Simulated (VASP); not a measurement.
**SiC: relaxation of the atoms with r2SCAN**

Crystal: SiC.

```xyz
12
Lattice="3.0077 -0.0418 0.0114 -1.5401 2.7788 0.0085 0.0561 0.0805 14.5974" Properties=species:S:1:pos:R:3 pbc="T T T"
Si    0.0004    0.0796    1.4877
Si   -0.1515   -0.0759    9.0859
Si    0.0809    1.7706    4.3427
Si    1.6010    0.8630   11.6310
Si    0.0635    2.0375   14.0536
Si    1.6160    0.9025    6.7252
C     0.1330    0.1243   14.5423
C     0.0746    0.0868    7.3970
C    -0.1057    1.8927    2.6422
C     1.5924    0.9381    9.7152
C    -0.1303    1.9557   12.2583
C     1.4750    0.9165    4.7311
```

```yaml
Program: VASP 6.6.1
Task: relaxation of the atoms
Functional: r2SCAN
Potentials_or_basis: VASP PAW PBE potentials, release 64 (Si, C)
Cutoff: 520 eV
k_mesh: 12 × 12 × 2
Occupations: gaussian, width 0.05 eV
Spin: no spin polarisation
Dipole_correction: no
Further_INCAR_settings: ALGO = Normal; EDIFF = 1e-07; IBRION = 2; EDIFFG = -0.01; NSW = 100
```

* Energy gained by relaxing: 549.5 meV/atom
* Ionic steps: 34
* Pressure after relaxing: 5.6 GPa
* Largest force after relaxing: 0.006 eV/Å
* Band gap on the k mesh: 1.69 eV (least direct gap 3.34 eV)

Forces in eV/Å, atoms in the order of the input:
```
Si  -0.002 -0.002 -0.001
Si  -0.001  0.000  0.005
Si  -0.001  0.005  0.000
Si   0.002  0.000 -0.001
Si   0.001 -0.002 -0.002
Si   0.002 -0.002 -0.003
C    0.001  0.003 -0.001
C    0.000 -0.004  0.003
C   -0.002  0.000 -0.001
C   -0.003  0.001 -0.005
C    0.002  0.001  0.004
C   -0.001  0.000  0.004
```

Stress tensor (GPa, compression positive):
```
 10.86   4.83  -1.21
  4.83 -13.50  -2.11
 -1.21  -2.11  19.34
```

Step by step:
```tsv
step	energy change (eV)	largest force (eV/Å)	pressure (GPa)
1	0.0000	19.1117	17.30
2	0.3716	7.1371	17.27
3	-2.1566	6.0330	12.97
4	-4.1586	5.5897	9.77
5	-5.1307	4.1073	7.60
6	-5.2888	5.0545	7.54
7	-5.3051	4.9045	7.46
8	-6.1175	2.7087	6.07
9	-6.3541	2.0891	5.60
10	-6.4324	2.0024	5.89
11	-6.5082	0.5234	5.54
12	-6.5399	0.4303	5.63
13	-6.5407	0.5446	5.65
14	-6.5652	0.3072	5.61
15	-6.5686	0.4432	5.59
16	-6.5853	0.1853	5.54
17	-6.5858	0.1865	5.53
18	-6.5895	0.1013	5.59
19	-6.5895	0.0959	5.59
20	-6.5904	0.0736	5.58
21	-6.5905	0.0843	5.58
22	-6.5913	0.0653	5.58
23	-6.5918	0.1010	5.57
24	-6.5925	0.0499	5.57
25	-6.5927	0.0425	5.57
26	-6.5929	0.0339	5.57
27	-6.5931	0.0476	5.57
28	-6.5933	0.0247	5.57
29	-6.5934	0.0540	5.56
30	-6.5936	0.0176	5.56
31	-6.5936	0.0219	5.56
32	-6.5936	0.0117	5.57
33	-6.5936	0.0115	5.57
34	-6.5936	0.0058	5.56
```

Final structure:
```yaml
crystal:
  lattice:
    - [3.00773, -0.04184, 0.01144]
    - [-1.54010, 2.77884, 0.00849]
    - [0.05614, 0.08051, 14.59739]
  atoms:
    - { symbol: Si, position: [0.02040, 0.01890, 0.12563] }
    - { symbol: Si, position: [0.98139, 0.98242, 0.62574] }
    - { symbol: Si, position: [0.33435, 0.66719, 0.29259] }
    - { symbol: Si, position: [0.66618, 0.33318, 0.79261] }
    - { symbol: Si, position: [0.35202, 0.68417, 0.95903] }
    - { symbol: Si, position: [0.64897, 0.31666, 0.45911] }
    - { symbol: C, position: [0.02733, 0.02615, 0.99881] }
    - { symbol: C, position: [0.97125, 0.97277, 0.49896] }
    - { symbol: C, position: [0.34341, 0.67570, 0.16614] }
    - { symbol: C, position: [0.65640, 0.32412, 0.66619] }
    - { symbol: C, position: [0.34109, 0.67477, 0.83257] }
    - { symbol: C, position: [0.65722, 0.32397, 0.33262] }
```

Levels at points of the mesh, in eV from the valence-band top:
```tsv
k point	band 22	band 23	band 24	band 25	band 26	band 27
(0.00, 0.00, 0.00)	-0.42	-0.11	0.00	4.72	4.99	5.44
(0.50, 0.00, 0.00)	-2.38	-1.81	-1.69	1.69	1.78	2.69
(0.00, 0.50, 0.00)	-1.71	-1.67	-0.90	2.50	2.75	3.88
(0.50, 0.50, 0.00)	-2.25	-1.76	-1.38	2.14	2.17	3.21
(0.00, 0.00, 0.50)	-0.67	-0.20	-0.19	4.80	4.85	5.70
(0.50, 0.00, 0.50)	-2.08	-1.85	-1.67	1.69	1.71	3.05
(0.00, 0.50, 0.50)	-1.85	-1.15	-1.13	2.52	2.61	4.15
(0.50, 0.50, 0.50)	-1.87	-1.63	-1.53	2.10	2.13	3.54
```

It took 44 min on 8 MPI ranks on Intel(R) Xeon(R) 6975P-C (Granite Rapids), on a shared host, peak memory 0.58 GiB a rank.

Caveat: the PAW data sets were made with another functional, which shifts forces and pressure a little. A k mesh can miss the band edges.
